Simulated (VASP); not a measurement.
# Ru (Cmcm) in VASP: single point with PBE

Aim: the single point of Ru with PBE.

Program: VASP 6.6.1. These are calculated values, not measurements. Logs are shortened: lines on timing, memory, paths and dates and some standing lists are left out, and cuts for length are marked.

## (1) The cell of the first run

Symmetry: Cmcm, No. 63, orthorhombic system. The conventional cell has a = 2.706 Å, b = 4.687 Å, c = 4.282 Å, α = 90.00°, β = 90.00°, γ = 90.00°. Ru (site symmetry m2m) has 12 Ru at 2.58 to 2.84 Å within 3.4 Å.

## (2) Single point, PBE (atom 1 (Ru) moved by (-0.300, +0.000) A along y and z)

The input, INCAR:

```
SYSTEM = Ru
  PREC = Accurate
  ENCUT = 520
  EDIFF = 1E-6
  ISMEAR = 0
  SIGMA = 0.15
  LREAL = .False.
  LASPH = .True.
  NELM = 60
  ALGO = Fast
  ISIF = 2
  LWAVE = .False.
  LCHARG = .False.
  GGA = PE
  NBANDS = 21
```

The input, KPOINTS:

```
Automatic mesh
0
Gamma
  24 24 12
  0 0 0
```

The input, POSCAR:

```
Ru
1.0
    2.7057993342      0.0000000000      0.0000000000
   -1.3528996671      2.3432909610      0.0000000000
    0.0000000000      0.0000000000      4.2819000000
Ru
2
Direct
    0.2693207961      0.5386415921      0.2500000000
    0.6666666667      0.3333333333      0.7500000000
```

Potentials or basis: VASP PAW PBE potentials, release 64 (Ru_pv).

Run with:

```
cat potpaw_PBE.64/Ru_pv/POTCAR > POTCAR
mpirun -np 1 vasp_std > vasp.out
```

OUTCAR:

```text
SYSTEM = Ru
   PREC = Accurate
   ENCUT = 520
   EDIFF = 1E-6
   ISMEAR = 0
   LREAL = .False.
   LASPH = .True.
   NELM = 60
   ISIF = 2
   GGA = PE

 ion  position               nearest neighbor table
   1  0.269  0.539  0.250-   2 2.58   2 2.58   2 2.58   2 2.58   2 2.84   2 2.84
   2  0.667  0.333  0.750-   1 2.58   1 2.58   1 2.58   1 2.58   1 2.84   1 2.84

  LATTYP: Found a hexagonal cell.
 ALAT       =     2.7057993342
 C/A-ratio  =     1.5824898565

  Lattice vectors:

 A1 = (   2.7057993342,   0.0000000000,   0.0000000000)
 A2 = (  -1.3528996671,   2.3432909610,   0.0000000000)
 A3 = (   0.0000000000,   0.0000000000,   4.2819000000)

Analysis of symmetry for initial positions (statically):
=====================================================================
 Subroutine PRICEL returns:
 Original cell was already a primitive cell.

 Routine SETGRP: Setting up the symmetry group for a
 hexagonal supercell.

 Subroutine GETGRP returns: Found  8 space group operations
 (whereof  2 operations were pure point group operations)
 out of a pool of 24 trial point group operations.

The static configuration has the point symmetry C_1h.
 The point group associated with its full space group is D_2h.

Analysis of symmetry for dynamics (positions and initial velocities):
=====================================================================
 Subroutine PRICEL returns:
 Original cell was already a primitive cell.

 Routine SETGRP: Setting up the symmetry group for a
 hexagonal supercell.

 Subroutine GETGRP returns: Found  8 space group operations
 (whereof  2 operations were pure point group operations)
 out of a pool of 24 trial point group operations.

The dynamic configuration has the point symmetry C_1h.
 The point group associated with its full space group is D_2h.

 Subroutine INISYM returns: Found  8 space group operations
 (whereof  2 operations are pure point group operations),
 and found     1 'primitive' translations

----------------------------------------------------------------------------------------

                                     Primitive cell

  volume of cell :      27.1493

  direct lattice vectors                    reciprocal lattice vectors
     2.705799334  0.000000000  0.000000000     0.369576556  0.213375124  0.000000000
    -1.352899667  2.343290961  0.000000000     0.000000000  0.426750249  0.000000000
     0.000000000  0.000000000  4.281900000     0.000000000  0.000000000  0.233541185

  length of vectors
     2.705799334  2.705799334  4.281900000     0.426750249  0.426750249  0.233541185

  position of ions in fractional coordinates (direct lattice)
     0.269320796  0.538641592  0.250000000
     0.666666667  0.333333333  0.750000000

  ion indices of the primitive-cell ions
   primitive index   ion index
                 1           1
                 2           2

----------------------------------------------------------------------------------------

 KPOINTS: Automatic mesh

Automatic generation of k-mesh.
 Grid dimensions read from file:
 generate k-points for:   24   24   12

 Generating k-lattice:

  Cartesian coordinates                     Fractional coordinates (reciprocal lattice)
     0.015399023  0.008890630  0.000000000     0.041666667  0.000000000  0.000000000
     0.000000000  0.017781260  0.000000000     0.000000000  0.041666667  0.000000000
     0.000000000  0.000000000  0.019461765     0.000000000  0.000000000  0.083333333

  Length of vectors
     0.017781260  0.017781260  0.019461765

  Shift w.r.t. Gamma in fractional coordinates (k-lattice)
     0.000000000  0.000000000  0.000000000

 Subroutine IBZKPT returns following result:
 ===========================================

 Found   1099 irreducible k-points:

 Following reciprocal coordinates:
            Coordinates               Weight
  0.000000  0.000000  0.000000      1.000000
  0.041667  0.000000  0.000000      4.000000
  0.000000  0.041667  0.000000      2.000000
  0.083333  0.000000  0.000000      4.000000
  0.000000  0.083333  0.000000      2.000000
  0.125000  0.000000  0.000000      4.000000
[... 16 lines left out ...]
  0.000000  0.458333  0.000000      2.000000
  0.500000  0.000000  0.000000      2.000000
 [... further k-points ...]
   k-points           NKPTS =   1099   k-points in BZ     NKDIM =   1099   number of bands    NBANDS=     21
   number of dos      NEDOS =    301   number of ions     NIONS =      2
   total plane-waves  NPLWV =  12800
   dimension x,y,z NGX =    20 NGY =   20 NGZ =   32
   dimension x,y,z NGXF=    40 NGYF=   40 NGZF=   64
   ions per type =               2
   NGX,Y,Z   is equivalent  to a cutoff of  12.29, 12.29, 12.42 a.u.
   NGXF,Y,Z  is equivalent  to a cutoff of  24.58, 24.58, 24.85 a.u.
 SYSTEM =  Ru
   PREC   = accura    normal or accurate (medium, high low for compatibility)
   ISTART =      0    job   : 0-new  1-cont  2-samecut
   ICHARG =      2    charge: 1-file 2-atom 10-const
   ISPIN  =      1    spin polarized calculation?
   LNONCOLLINEAR =      F non collinear calculations
   LSORBIT =      F    spin-orbit coupling
   LASPH  =      T    aspherical Exc in radial PAW
   ENCUT  =  520.0 eV  38.22 Ry    6.18 a.u.   5.03  5.03  7.96*2*pi/ulx,y,z
   NELM   =     60;   NELMIN=  2; NELMDL= -5     # of ELM steps
   EDIFF  = 0.1E-05   stopping-criterion for ELM
   LREAL  =      F    real-space projection
   EDIFFG = 0.1E-04   stopping-criterion for IOM
   NSW    =      0    number of steps for IOM
   IBRION =     -1    ionic relax: 0-MD 1-quasi-New 2-CG
   NFREE  =      0    steps in history (QN), initial steepest desc. (CG)
   ISIF   =      2    stress and relaxation
   ISYM   =      2    0-nonsym 1-usesym 2-fastsym
   POTIM  = 0.5000    time-step for ionic-motion
   TEBEG  =    0.0;   TEEND  =   0.0 temperature during run
   PSTRESS=    0.0 pullay stress
   NELECT =      28.0000    total number of electrons
   NUPDOWN=      -1.0000    fix difference up-down
   EMIN   =  10.00;   EMAX   =-10.00  energy-range for DOS
   EFERMI =   0.00;   METHOD = LEGACY
   ISMEAR =     0;   SIGMA  =   0.15  broadening in eV -4-tet -1-fermi 0-gaus
   EFERMI_NEDOS =   21; number of points for ismear=-14 and -15
   IALGO  =     68    algorithm
   IMIX   =      4    mixing-type and parameters
     AMIX     =   0.40;   BMIX     =  1.00
     AMIX_MAG =   1.60;   BMIX_MAG =  1.00
  volume/ion in A,a.u.               =      13.57        91.61
  Fermi-wavevector in a.u.,A,eV,Ry     =   1.654022  3.125649 37.222686  2.735790
  Thomas-Fermi vector in A             =   2.742361
   LORBIT       =      0    0 simple, 1 ext, 2 COOP (PROOUT), +10 PAW based schemes
   GGA     = PE    functional components
   LHFCALC =     F    Hartree Fock is set to
   AEXX    =    0.0000 exact exchange contribution
   IVDW    =     0    specifies the selected vdW correction
   LEPSILON=     F    determine dielectric tensor
   LRPA    =     F    only Hartree local field effects (RPA)
 non-spin polarized calculation
 RMM-DIIS sequential band-by-band and
 Gauss-broadening in eV      SIGMA  =   0.15
  energy-cutoff  :      520.00
  volume of cell :       27.15
 maximum number of plane-waves:       756
   NGX =  9   NGY =  9   NGZ = 15

 number of electron      28.0000007 magnetization

 Free energy of the ion-electron system (eV)
  ---------------------------------------------------
  ext. energy  EPLUGINS =         0.00000000
  ---------------------------------------------------
  free energy    TOTEN  =       -18.14367101 eV

  energy without entropy =      -18.12357834  energy(sigma->0) =      -18.13362468

 E-fermi :  12.9162     XC(G=0): -14.1121

 val. band max:       12.9144617541   @ k =  -0.3333   0.2083   0.1667
 cond. band min:      12.9168251249   @ k =  -0.4583   0.4167   0.4167
 fundamental gap:      0.0023633707
 Fermi energy:        12.9161748527

 k-point     1 :       0.0000    0.0000    0.0000
  band No.  band energies     occupation
      1     -30.8272      2.00000
      2     -29.9232      2.00000
      3     -29.7426      2.00000
      4     -29.7177      2.00000
      5     -29.6343      2.00000
      6     -29.6046      2.00000
[... 13 lines left out ...]
     20      23.3295      0.00000
     21      23.3781      0.00000

 k-point     2 :       0.0417    0.0000    0.0000
  band No.  band energies     occupation
      1     -30.8206      2.00000
      2     -29.9331      2.00000
      3     -29.7507      2.00000
      4     -29.7214      2.00000
      5     -29.6448      2.00000
      6     -29.6081      2.00000
[... 13 lines left out ...]
     20      23.3283      0.00000
     21      23.3690      0.00000

 k-point     3 :       0.0000    0.0417    0.0000
  band No.  band energies     occupation
      1     -30.8229      2.00000
      2     -29.9267      2.00000
      3     -29.7605      2.00000
      4     -29.7257      2.00000
      5     -29.6368      2.00000
      6     -29.6055      2.00000
[... 13 lines left out ...]
     20      23.3283      0.00000
     21      23.3700      0.00000

 k-point     4 :       0.0833    0.0000    0.0000
  band No.  band energies     occupation
      1     -30.8009      2.00000
      2     -29.9627      2.00000
      3     -29.7719      2.00000
      4     -29.7398      2.00000
      5     -29.6700      2.00000
      6     -29.6187      2.00000
[... 13 lines left out ...]
     20      23.3283      0.00000
     21      23.3586      0.00000

 k-point     5 :       0.0000    0.0833    0.0000
  band No.  band energies     occupation
      1     -30.8102      2.00000
      2     -29.9370      2.00000
      3     -29.8087      2.00000
      4     -29.7535      2.00000
      5     -29.6442      2.00000
      6     -29.6083      2.00000
[... 13 lines left out ...]
     20      23.3283      0.00000
     21      23.3608      0.00000
[... 382 lines left out ...]
     20      22.9127      0.00000
     21      26.5124      0.00000

 k-point    22 :       0.4583   -0.0000    0.0000
  band No.  band energies     occupation
      1     -30.5690      2.00000
      2     -30.4233      2.00000
      3     -30.2377      2.00000
      4     -30.0208      2.00000
      5     -30.0145      2.00000
      6     -29.8066      2.00000
[... 13 lines left out ...]
     20      24.3667      0.00000
     21      25.3780      0.00000

 k-point    23 :       0.0000    0.4583    0.0000
  band No.  band energies     occupation
      1     -30.5754      2.00000
      2     -30.5546      2.00000
      3     -30.3284      2.00000
      4     -30.1211      2.00000
      5     -29.7801      2.00000
      6     -29.6800      2.00000
[... 13 lines left out ...]
     20      22.8243      0.00000
     21      26.0743      0.00000

 k-point    24 :       0.5000    0.0000    0.0000
  band No.  band energies     occupation
      1     -30.5805      2.00000
      2     -30.4359      2.00000
      3     -30.2027      2.00000
      4     -30.0463      2.00000
      5     -30.0246      2.00000
      6     -29.8089      2.00000
[... 13 lines left out ...]
     20      24.6669      0.00000
     21      25.7439      0.00000

 [... further k-points ...]
[... 5 lines left out ...]
  --------------------------------------------------------------------------------------
  -------------------------------------------------------------------------------------
  Total        1.9481669     -0.0319575      2.3177518      0.0000000     -0.0000000      0.0000000
  in kB      114.9683800     -1.8859259    136.7789267      0.0000000     -0.0000000      0.0000000
  external PRESSURE =      83.2871269 kB  Pullay stress =       0.0000000 kB

 VOLUME and BASIS-vectors are now :
 -----------------------------------------------------------------------------
  energy-cutoff  :      520.00
  volume of cell :       27.15
      direct lattice vectors                 reciprocal lattice vectors
     2.705799334  0.000000000  0.000000000     0.369576556  0.213375124  0.000000000
    -1.352899667  2.343290961  0.000000000     0.000000000  0.426750249  0.000000000
     0.000000000  0.000000000  4.281900000     0.000000000  0.000000000  0.233541185

 POSITION                                       TOTAL-FORCE (eV/Angst)
 -----------------------------------------------------------------------------------
      0.00000      1.26219      1.07048         0.000000      2.159945      0.000000
      1.35290      0.78110      3.21143        -0.000000     -2.159945      0.000000
 -----------------------------------------------------------------------------------
    total drift:                               -0.000000     -0.000020      0.000000

  FREE ENERGIE OF THE ION-ELECTRON SYSTEM (eV)
  ---------------------------------------------------
  free  energy   TOTEN  =       -18.1436710113 eV

  energy  without entropy=      -18.1235783399  energy(sigma->0) =      -18.13362468
```

Run time: 14 min. Hardware: 1 thread of Intel Xeon 8259CL, shared host; peak memory 0.55 GiB.

Results:

| Item | Value |
| --- | --- |
| Free energy | -18.1437 eV |
| Pressure | 8.3 GPa |
| Largest force | 2.160 eV/Å |
| Band gap on the k mesh | zero (bands 14 and 15 overlap by 3.00 eV) |

Forces on the atoms (eV/Å):
```
Ru   0.000  2.160  0.000
Ru   0.000 -2.160  0.000
```

Caveat: the cell differs from its parent crystal (atom 1 (Ru) moved by (-0.300, +0.000) A along y and z); the stress differs along the axes, from -0 to 14 GPa; forces of over 1 eV/Å act on the atoms, so gaps and moduli don't describe the material at rest.
